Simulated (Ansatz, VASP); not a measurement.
Ta in VASP and in Ansatz

```xyz
1
Lattice="-1.6179 1.6179 1.6179 1.6179 -1.6179 1.6179 1.6179 1.6179 -1.6179" Properties=species:S:1:pos:R:3 pbc="T T T"
Ta    0.0000    0.0000    0.0000
```

Change from the starting cell: volume scaled by 0.9405, PAW files.

Alike in both runs: task electric field gradients; functional PBEsol; k mesh 17 × 17 × 17; occupations fermi-dirac, width 0.08 eV; no spin polarisation.

```csv
,VASP,Ansatz
version,VASP 6.6.1,Ansatz 0.2.0
potentials or method,"VASP PAW PBE potentials, release 64 (Ta_pv)","PAW with Ansatz's default frozen-core files, scalar-relativistic"
plane-wave cutoff (eV),520,420
valence electrons in the cell,11,13
```

```csv
,VASP,Ansatz,Ansatz less VASP
pressure (GPa),10.0,9.7,-0.29
```

VASP's potentials were made for PBE, not for PBEsol. The functional is the same, so the differences come from potentials, cutoffs and numerics. VASP's potentials hold 11 valence electrons a cell and Ansatz's 13, so a difference there can come from the potentials and not from the codes.

Neither program's run includes spin-orbit coupling.
